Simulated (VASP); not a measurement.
Wanted: the native input for a VASP 6.6.1 run.

```
Task                   : single point
Functional             : r2SCAN
Potentials or basis    : VASP PAW PBE potentials, release 64 (Pb_d)
Cutoff                 : 520 eV
k mesh                 : 18 × 18 × 4
Occupations            : gaussian, width 0.1 eV
Spin                   : no spin polarisation
Dipole correction      : no
Further INCAR settings : ALGO = Normal; EDIFF = 1e-06; NBANDS = 36
```

The system is Pb.

```
Pb
1.0
     3.06581    0.00000    0.00000
    -1.53291    2.65507    0.00000
     0.00000    0.00000   10.09356
Pb
4
Direct
  0.00000 0.00000 0.00000
  0.33333 0.66667 0.25000
  0.00000 0.00000 0.50000
  0.66667 0.33333 0.75000
```

This isn't the form of Pb at room conditions, which is fcc.

One way to write it, as run:

POSCAR

```
Pb
1.0
    3.0658117494      0.0000000000      0.0000000000
   -1.5329058747      2.6550708582      0.0000000000
    0.0000000000      0.0000000000     10.0935640726
Pb
4
Direct
    0.0000000000      0.0000000000      0.0000000000
    0.3333333333      0.6666666667      0.2500000000
    0.0000000000      0.0000000000      0.5000000000
    0.6666666667      0.3333333333      0.7500000000
```

INCAR.step1

```
ALGO = Normal
EDIFF = 1E-4
ENCUT = 520
GGA = PE
ISMEAR = 0
LASPH = True
LCHARG = False
LREAL = False
LWAVE = True
NBANDS = 36
NELM = 100
PREC = Accurate
SIGMA = 0.1
```

INCAR.step2

```
ALGO = Normal
EDIFF = 1E-6
ENCUT = 520
ISIF = 2
ISMEAR = 0
ISTART = 1
LASPH = True
LCHARG = False
LMIXTAU = True
LREAL = False
LWAVE = False
METAGGA = R2SCAN
NBANDS = 36
NELM = 100
PREC = Accurate
SIGMA = 0.1
```

KPOINTS

```
k-points
0
Gamma
  18 18 4
```

Potentials or basis: VASP PAW PBE potentials, release 64 (Pb_d).

Launch:

```bash
$ cat potpaw_PBE.64/Pb_d/POTCAR > POTCAR
$ cp INCAR.step1 INCAR
$ mpirun -np 1 vasp_std > vasp.out
$ cp INCAR.step2 INCAR
$ mpirun -np 1 vasp_std > vasp.out
```

It gave:

```json
{
 "Pressure": "50.2 GPa",
 "Band gap on the k mesh": "zero (bands 28 and 29 overlap by 11.95 eV)"
}
```

Caveat: the cell stands under pressure; the PAW data sets were made with another functional, which shifts forces and pressure a little; spin-orbit coupling is left out, which moves the levels of the heavy elements.

Run time: 9.4 min on 1 thread of Intel(R) Xeon(R) Platinum 8559C (Emerald Rapids), on a shared host, peak memory 0.37 GiB.
